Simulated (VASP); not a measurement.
Co: single point with revPBE

Crystal: Co.

```
Co
1.0
     2.79233    0.00000    0.00000
     0.00000    2.79233    0.00000
     0.00000    0.00000    2.79233
Co
2
Direct
  0.00000 0.00000 0.00000
  0.50000 0.50000 0.50000
```

```
Program                : VASP 6.6.1
Task                   : single point
Functional             : revPBE
Potentials or basis    : VASP PAW PBE potentials, release 64 (Co)
Cutoff                 : 520 eV
k mesh                 : 18 × 18 × 18
Occupations            : fermi-dirac, width 0.05 eV
Spin                   : collinear spin, antiferromagnetic start
Starting moments       : [0.851, -0.851] μB
Dipole correction      : no
Further INCAR settings : ALGO = Normal; EDIFF = 1e-06; NBANDS = 20
```

```
Pressure                                              : -0.9 GPa
Band gap on the k mesh                                : zero (filled and empty bands overlap)
Net moment                                            : 0.00 μB per cell
Site moments                                          : Co +0.83, -0.83 μB
Valence electrons inside the program's atomic spheres : Co 8.27
```

Levels at points of the mesh, in eV from the Fermi level:
Spin up:
| k point | band 6 | band 7 | band 8 | band 9 | band 10 | band 11 | band 12 | band 13 |
| --- | --- | --- | --- | --- | --- | --- | --- | --- |
| (0.00, 0.00, 0.00) | -1.86 | -0.28 | -0.28 | 0.56 | 0.56 | 0.56 | 10.05 | 10.05 |
| (0.50, 0.00, 0.00) | -1.73 | -1.11 | -1.11 | -1.01 | -0.33 | 0.24 | 1.21 | 17.34 |
| (0.50, 0.50, 0.00) | -0.65 | -0.06 | 0.37 | 0.37 | 0.44 | 0.80 | 0.80 | 7.41 |
| (0.50, 0.50, 0.50) | -2.63 | -0.70 | -0.70 | 0.48 | 0.48 | 8.66 | 8.66 | 8.66 |
Spin down:
| k point | band 5 | band 6 | band 7 | band 8 | band 9 | band 10 | band 11 | band 12 | band 13 | band 14 |
| --- | --- | --- | --- | --- | --- | --- | --- | --- | --- | --- |
| (0.00, 0.00, 0.00) | -1.86 | -1.86 | -0.28 | -0.28 | 0.56 | 0.56 | 0.56 | 10.05 | 10.05 | 10.05 |
| (0.50, 0.00, 0.00) | -1.73 | -1.73 | -1.11 | -1.11 | -1.01 | -0.33 | 0.24 | 1.21 | 17.34 | 17.34 |
| (0.50, 0.50, 0.00) | -0.73 | -0.65 | -0.06 | 0.37 | 0.37 | 0.44 | 0.80 | 0.80 | 7.41 | 7.44 |
| (0.50, 0.50, 0.50) | -2.63 | -2.63 | -0.70 | -0.70 | 0.48 | 0.48 | 8.66 | 8.66 | 8.66 | 8.79 |

Wall time 55 s on 1 thread of Intel(R) Xeon(R) 6975P-C (Granite Rapids), on a shared host, peak memory 0.25 GiB.

Caveat: the PAW data sets were made with another functional, which shifts forces and pressure a little.
